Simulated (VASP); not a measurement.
# N2 in VASP: further runs

The runs below take N2 through single point, relaxation of the atoms, with RPBE.

Program: VASP 6.6.1. These are calculated values, not measurements. Logs are shortened: lines on timing, memory, paths and dates and some standing lists are left out, and cuts for length are marked.

## 1. The cell of the first run

The cell holds a molecule in a box, 2 atoms: a = 15.000 Å, b = 15.500 Å, c = 16.000 Å, α = 90.00°, β = 90.00°, γ = 90.00°.

## 2. Single point, RPBE

The input, INCAR:

```
PREC = Accurate
ENCUT = 520
EDIFF = 1E-6
ISMEAR = 0
SIGMA = 0.005
LREAL = F
LASPH = T
NELM = 60
ALGO = Normal
ISIF = 2
LWAVE = F
LCHARG = F
GGA = RP
ISYM = 0
NBANDS = 12
```

The input, KPOINTS:

```
Automatic mesh
0
Gamma
  1 1 1
```

The input, POSCAR:

```
N
1.0
   15.0000000000      0.0000000000      0.0000000000
    0.0000000000     15.5000000000      0.0000000000
    0.0000000000      0.0000000000     16.0000000000
N
2
Direct
    0.5018658567      0.4990111890      0.4654871560
    0.4981341433      0.5009888110      0.5345128440
```

Potentials or basis: VASP PAW PBE potentials, release 64 (N).

The run is started by

```
cat potpaw_PBE.64/N/POTCAR > POTCAR
mpirun -np 1 vasp_gam > vasp.out
```

OUTCAR:

```text
PREC = Accurate
   ENCUT = 520
   EDIFF = 1E-6
   ISMEAR = 0
   LREAL = F
   LASPH = T
   NELM = 60
   ISIF = 2
   GGA = RP
   ISYM = 0

 ion  position               nearest neighbor table
   1  0.502  0.499  0.465-   2 1.11
   2  0.498  0.501  0.535-   1 1.11

IMPORTANT INFORMATION: All symmetrisations will be switched off!
NOSYMM: (Re-)initialisation of all symmetry stuff for point group C_1.

----------------------------------------------------------------------------------------

                                     Primitive cell

  volume of cell :    3720.0000

  direct lattice vectors                    reciprocal lattice vectors
    15.000000000  0.000000000  0.000000000     0.066666667  0.000000000  0.000000000
     0.000000000 15.500000000  0.000000000     0.000000000  0.064516129  0.000000000
     0.000000000  0.000000000 16.000000000     0.000000000  0.000000000  0.062500000

  length of vectors
    15.000000000 15.500000000 16.000000000     0.066666667  0.064516129  0.062500000

  position of ions in fractional coordinates (direct lattice)
     0.501865857  0.499011189  0.465487156
     0.498134143  0.500988811  0.534512844

  ion indices of the primitive-cell ions
   primitive index   ion index
                 1           1
                 2           2

----------------------------------------------------------------------------------------

 KPOINTS: Automatic mesh

Automatic generation of k-mesh.
 Grid dimensions read from file:
 generate k-points for:    1    1    1

 Generating k-lattice:

  Cartesian coordinates                     Fractional coordinates (reciprocal lattice)
     0.066666667  0.000000000  0.000000000     1.000000000  0.000000000  0.000000000
     0.000000000  0.064516129  0.000000000     0.000000000  1.000000000  0.000000000
     0.000000000  0.000000000  0.062500000     0.000000000  0.000000000  1.000000000

  Length of vectors
     0.066666667  0.064516129  0.062500000

  Shift w.r.t. Gamma in fractional coordinates (k-lattice)
     0.000000000  0.000000000  0.000000000

 Subroutine IBZKPT returns following result:
 ===========================================

 Found      1 irreducible k-points:

 Following reciprocal coordinates:
            Coordinates               Weight
  0.000000  0.000000  0.000000      1.000000
   k-points           NKPTS =      1   k-points in BZ     NKDIM =      1   number of bands    NBANDS=     12
   number of dos      NEDOS =    301   number of ions     NIONS =      2
   total plane-waves  NPLWV = ******
   dimension x,y,z NGX =   112 NGY =  120 NGZ =  120
   dimension x,y,z NGXF=   224 NGYF=  240 NGZF=  240
   ions per type =               2
   NGX,Y,Z   is equivalent  to a cutoff of  12.41, 12.87, 12.47 a.u.
   NGXF,Y,Z  is equivalent  to a cutoff of  24.83, 25.74, 24.94 a.u.
 SYSTEM =  unknown system
   PREC   = accura    normal or accurate (medium, high low for compatibility)
   ISTART =      0    job   : 0-new  1-cont  2-samecut
   ICHARG =      2    charge: 1-file 2-atom 10-const
   ISPIN  =      1    spin polarized calculation?
   LNONCOLLINEAR =      F non collinear calculations
   LSORBIT =      F    spin-orbit coupling
   LASPH  =      T    aspherical Exc in radial PAW
   ENCUT  =  520.0 eV  38.22 Ry    6.18 a.u.  27.89 28.82 29.75*2*pi/ulx,y,z
   NELM   =     60;   NELMIN=  2; NELMDL= -5     # of ELM steps
   EDIFF  = 0.1E-05   stopping-criterion for ELM
   LREAL  =      F    real-space projection
   EDIFFG = 0.1E-04   stopping-criterion for IOM
   NSW    =      0    number of steps for IOM
   IBRION =     -1    ionic relax: 0-MD 1-quasi-New 2-CG
   NFREE  =      0    steps in history (QN), initial steepest desc. (CG)
   ISIF   =      2    stress and relaxation
   ISYM   =      0    0-nonsym 1-usesym 2-fastsym
   POTIM  = 0.5000    time-step for ionic-motion
   TEBEG  =    0.0;   TEEND  =   0.0 temperature during run
   PSTRESS=    0.0 pullay stress
   NELECT =      10.0000    total number of electrons
   NUPDOWN=      -1.0000    fix difference up-down
   EMIN   =  10.00;   EMAX   =-10.00  energy-range for DOS
   EFERMI =   0.00;   METHOD = LEGACY
   ISMEAR =     0;   SIGMA  =   0.01  broadening in eV -4-tet -1-fermi 0-gaus
   EFERMI_NEDOS =   21; number of points for ismear=-14 and -15
   IALGO  =     38    algorithm
   IMIX   =      4    mixing-type and parameters
     AMIX     =   0.40;   BMIX     =  1.00
     AMIX_MAG =   1.60;   BMIX_MAG =  1.00
  volume/ion in A,a.u.               =    1860.00     12551.90
  Fermi-wavevector in a.u.,A,eV,Ry     =   0.227629  0.430156  0.704984  0.051815
  Thomas-Fermi vector in A             =   1.017343
   LORBIT       =      0    0 simple, 1 ext, 2 COOP (PROOUT), +10 PAW based schemes
   GGA     = RP    functional components
   LHFCALC =     F    Hartree Fock is set to
   AEXX    =    0.0000 exact exchange contribution
   IVDW    =     0    specifies the selected vdW correction
   LEPSILON=     F    determine dielectric tensor
   LRPA    =     F    only Hartree local field effects (RPA)
 non-spin polarized calculation
 Gauss-broadening in eV      SIGMA  =   0.01
  energy-cutoff  :      520.00
  volume of cell :     3720.00
 maximum number of plane-waves:     50071
 NGX is ok and might be reduce to   112
   NGX = 55   NGY = 57   NGZ = 59

 number of electron      10.0000001 magnetization

 Free energy of the ion-electron system (eV)
  ---------------------------------------------------
  ext. energy  EPLUGINS =         0.00000000
  ---------------------------------------------------
  free energy    TOTEN  =       -16.28834338 eV

  energy without entropy =      -16.28834338  energy(sigma->0) =      -16.28834338

 E-fermi : -10.0530     XC(G=0):  -0.1897

 val. band max:      -10.1323469141   @ k =   0.0000   0.0000   0.0000
 cond. band min:      -1.9511473549   @ k =   0.0000   0.0000   0.0000
 fundamental gap:      8.1811995592
 Fermi energy:       -10.0530188511

 k-point     1 :       0.0000    0.0000    0.0000
  band No.  band energies     occupation
      1     -28.2710      2.00000
      2     -13.5082      2.00000
      3     -11.4942      2.00000
      4     -11.4942      2.00000
      5     -10.1323      2.00000
      6      -1.9511      0.00000
      7      -1.9511      0.00000
      8      -0.1666      0.00000
      9       0.3385      0.00000
     10       0.4615      0.00000
     11       0.4828      0.00000
     12       0.5132      0.00000

------------------------ aborting loop because EDIFF is reached ----------------------------------------

  FORCE on cell =-STRESS in cart. coord.  units (eV):
  Direction    XX          YY          ZZ          XY          YZ          ZX
  --------------------------------------------------------------------------------------
  -------------------------------------------------------------------------------------
  Total       -0.0574408     -0.0610150      1.8269268     -0.0026673      0.0524185     -0.0957701
  in kB       -0.0247394     -0.0262787      0.7868443     -0.0011488      0.0225763     -0.0412475
  external PRESSURE =       0.2452754 kB  Pullay stress =       0.0000000 kB

 VOLUME and BASIS-vectors are now :
 -----------------------------------------------------------------------------
  energy-cutoff  :      520.00
  volume of cell :     3720.00
      direct lattice vectors                 reciprocal lattice vectors
    15.000000000  0.000000000  0.000000000     0.066666667  0.000000000  0.000000000
     0.000000000 15.500000000  0.000000000     0.000000000  0.064516129  0.000000000
     0.000000000  0.000000000 16.000000000     0.000000000  0.000000000  0.062500000

 POSITION                                       TOTAL-FORCE (eV/Angst)
 -----------------------------------------------------------------------------------
      7.52799      7.73467      7.44779         0.087859     -0.048163     -1.733362
      7.47201      7.76533      8.55221        -0.087859      0.048163      1.733362
 -----------------------------------------------------------------------------------
    total drift:                                0.000001     -0.000000     -0.000003

  FREE ENERGIE OF THE ION-ELECTRON SYSTEM (eV)
  ---------------------------------------------------
  free  energy   TOTEN  =       -16.2883433822 eV

  energy  without entropy=      -16.2883433822  energy(sigma->0) =      -16.28834338
```

It took 4.7 min on 1 thread of Intel Xeon Platinum 8259CL at 2.50GHz (Skylake/Cascade Lake), shared host; peak memory 2 GiB.

Results:

```yaml
Free_energy: -16.2883 eV
Largest_force: 1.736 eV/Å
Gap_between_the_frontier_levels: 8.18 eV
```

Forces on the atoms (eV/Å):
```
N    0.088 -0.048 -1.733
N   -0.088  0.048  1.733
```

Caveat: the standard files for N, O and F lose accuracy on very short bonds; the PAW data sets were made with another functional, which shifts forces and pressure a little.

## 3. Relaxation of the atoms, RPBE

Changes to INCAR since step 2:

```diff
@@ -7,3 +7,3 @@
 LASPH = T
-NELM = 60
+NELM = 100
 ALGO = Normal
@@ -13,3 +13,5 @@
 GGA = RP
+IBRION = 2
+NSW = 100
+EDIFFG = -0.01
 ISYM = 0
-NBANDS = 12
```

The input, KPOINTS:

```
regular mesh
0
Gamma
  1 1 1
```

The input, POSCAR:

```
N
1.0
   15.0000000000      0.0000000000      0.0000000000
    0.0000000000     15.5000000000      0.0000000000
    0.0000000000      0.0000000000     16.0000000000
N
2
Direct
    0.5017982093      0.4990469909      0.4667333543
    0.4982017907      0.5009530091      0.5332666457
```

Potentials or basis: VASP PAW PBE potentials, release 64 (N).

The run is started by

```
cat potpaw_PBE.64/N/POTCAR > POTCAR
mpirun -np 1 vasp_gam > vasp.out
```

Run time: 30 min. Hardware: 1 thread of Intel Xeon Platinum 8259CL at 2.50GHz (Skylake/Cascade Lake), shared host; peak memory 2.1 GiB.

The run converged. Its results:

```
Free energy                     : -16.2980 eV
Gap between the frontier levels : 8.05 eV
```

Final structure:
```
N
1.0
    15.00000    0.00000    0.00000
     0.00000   15.50000    0.00000
     0.00000    0.00000   16.00000
N
2
Cartesian
  7.5283 7.7345 7.4422
  7.4717 7.7655 8.5578
```

Levels at points of the mesh, in eV from the valence-band top:
```csv
k point,band 2,band 3,band 4,band 5,band 6,band 7,band 8,band 9
"(0.00, 0.00, 0.00)",-3.46,-1.28,-1.28,0.00,8.05,8.05,9.96,10.46
```

Caveat: the standard files for N, O and F lose accuracy on very short bonds; the PAW data sets were made with another functional, which shifts forces and pressure a little.
